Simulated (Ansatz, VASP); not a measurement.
Mg: VASP beside Ansatz

Contents of INCAR:

```
  PREC = Accurate
  ENCUT = 600
  EDIFF = 1E-6
  ISMEAR = 0
  SIGMA = 0.05
  LREAL = False
  LASPH = True
  NELM = 80
  ALGO = Fast
  ISIF = 3
  LWAVE = False
  LCHARG = False
  GGA = PS
  IBRION = 2
  NSW = 80
  EDIFFG = -0.01
```

The input KPOINTS:

```
Automatic mesh
0
Gamma
  12 12 8
```

The input POSCAR:

```
Mg
1.0
    3.2100000000      0.0000000000      0.0000000000
   -1.6050000000      2.7799415461      0.0000000000
    0.0000000000      0.0000000000      5.2130400000
Mg
2
Direct
    0.3333333333      0.6666666667      0.7500000000
    0.6666666667      0.3333333333      0.2500000000
```

Input for Ansatz:

```yaml
crystal:
  lattice:
    - [3.21, 0.0, 0.0]
    - [-1.605, 2.7799415461, 0.0]
    - [0.0, 0.0, 5.21304]
  atoms:
    - { symbol: Mg, position: [0.3333333333, 0.6666666667, 0.75] }
    - { symbol: Mg, position: [0.6666666667, 0.3333333333, 0.25] }
basis:
  ecutwfc: 420
  ecutrho_ratio: 4
kpoints:
  mp_grid: { grid: [12, 12, 8] }
hamiltonian:
  xc: pbesol
scf:
  occupations: { method: gaussian, width: 0.05 }
output:
  forces: true
  stress: true
  eigenvalues: true
relax:
  f_tol: 0.01
  max_steps: 60
  cell: { stress_tol: 0.04 }
```

Alike in both runs: task relaxation of cell and atoms; functional PBEsol; k mesh 12 × 12 × 8; occupations gaussian, width 0.05 eV; no spin polarisation.

```csv
,VASP,Ansatz
version,VASP 6.6.1,Ansatz 0.2.0
potentials or method,"VASP PAW PBE potentials, release 64 (Mg), cutoff 600 eV","scalar-relativistic, plane waves, PAW"
valence electrons in the cell,4,20
```

Ansatz gave:

* gap on the k mesh at the Fermi level, each at its own relaxed structure (eV): none
* relaxed volume (Å³/atom): 22.49
* relaxed cell length with the largest relative difference (Å): 3.193

What did VASP give for the same quantities?

gap on the k mesh at the Fermi level, each at its own relaxed structure (eV): none; relaxed volume (Å³/atom): 22.46; relaxed cell length with the largest relative difference (Å): 3.191.

VASP's potentials were made for PBE, not for PBEsol. A gap of «none» marks a metal or a gap that the smearing closes. VASP's potentials hold 4 valence electrons a cell and Ansatz's 20, so a difference there can come from the potentials and not from the codes.
